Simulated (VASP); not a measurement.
GaMo, 2 atoms in the cell. Symmetry: Pm-3m, No. 221, cubic system. The conventional cell has a = 3.213 Å, b = 3.213 Å, c = 3.213 Å, α = 90.00°, β = 90.00°, γ = 90.00°. Ga (site symmetry m-3m) has 8 Mo at 2.78 Å and 6 Ga at 3.21 Å within 3.7 Å. Within 3.7 Å of Mo (site symmetry m-3m) lie 8 Ga at 2.78 Å and 6 Mo at 3.21 Å. 

```yaml
Program: VASP 6.6.1
Task: single point
Functional: PBE
Potentials_or_basis: VASP PAW PBE potentials, release 64 (Ga_d, Mo_sv)
Cutoff: 520 eV
k_mesh: 6 × 6 × 6
Occupations: gaussian, width 0.1 eV
Spin: no spin polarisation
Dipole_correction: no
Further_INCAR_settings: ALGO = Fast; EDIFF = 1e-06; NBANDS = 20
```

Potentials or basis: VASP PAW PBE potentials, release 64 (Ga_d, Mo_sv).

Launch:

```sh
$ cat potpaw_PBE.64/Ga_d/POTCAR potpaw_PBE.64/Mo_sv/POTCAR > POTCAR
$ mpirun -np 1 vasp_std > vasp.out
```

Hardware: 1 thread of Intel(R) Xeon(R) 6975P-C (Granite Rapids), on a shared host.

Q: Estimate the wall time of this run.

A: Wall time 4.8 s on 1 thread of Intel(R) Xeon(R) 6975P-C (Granite Rapids) (shared host), peak memory 0.14 GiB. Counts: scf iterations 13, k points 20.
